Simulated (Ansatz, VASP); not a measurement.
## One calculation of SrTiO3, two programs

Contents of INCAR:

```
PREC = Accurate
ENCUT = 520
EDIFF = 1E-7
ISMEAR = 0
SIGMA = 0.01
LREAL = F
LASPH = T
NELM = 60
ALGO = Normal
ISIF = 2
LWAVE = F
LCHARG = F
GGA = PE
NBANDS = 28
```

The input KPOINTS:

```
regular mesh
0
Gamma
  6 6 6
```

File POSCAR:

```
SrTiO3
1.0
    4.0136331842      0.0000000000      0.0000000000
    0.0000000000      4.0136331842      0.0000000000
    0.0000000000      0.0000000000      4.0136331842
Sr Ti O
1 1 3
Direct
    0.0000000000      0.0000000000      0.0000000000
    0.5000000000      0.5000000000      0.5000000000
    0.5000000000      0.5000000000      0.0000000000
    0.5000000000      0.0000000000      0.5000000000
    0.0000000000      0.5000000000      0.5000000000
```

Input for Ansatz:

```yaml
crystal:
  lattice:
    - [4.0136331842, 0.0, 0.0]
    - [0.0, 4.0136331842, 0.0]
    - [0.0, 0.0, 4.0136331842]
  atoms:
    - { symbol: Sr, position: [0.0, 0.0, 0.0] }
    - { symbol: Ti, position: [0.5, 0.5, 0.5] }
    - { symbol: O, position: [0.5, 0.5, 0.0] }
    - { symbol: O, position: [0.5, 0.0, 0.5] }
    - { symbol: O, position: [0.0, 0.5, 0.5] }
kpoints:
  mp_grid: { grid: [6, 6, 6] }
hamiltonian:
  xc: pbe
scf:
  occupations: { method: fixed }
  n_extra_bands: 5
output:
  forces: true
  stress: true
  eigenvalues: true
```

Alike in both runs: task single point; functional PBE; k mesh 6 × 6 × 6; no spin polarisation.

|  | VASP | Ansatz |
| --- | --- | --- |
| version | VASP 6.6.1 | Ansatz 0.2.0 |
| potentials or method | VASP PAW PBE potentials, release 64 (Sr_sv, Ti_sv, O) | plane waves, PAW |
| plane-wave cutoff (eV) | 520 | 420 |
| occupations | gaussian, width 0.01 eV | fixed |
| valence electrons in the cell | 40 | 40 |

|  | VASP | Ansatz | Ansatz less VASP |
| --- | --- | --- | --- |
| gap on the k mesh at the Fermi level (eV) | 1.70 | 1.73 | +0.028 |
| pressure (GPa) | -8.2 | -8.7 | -0.52 |
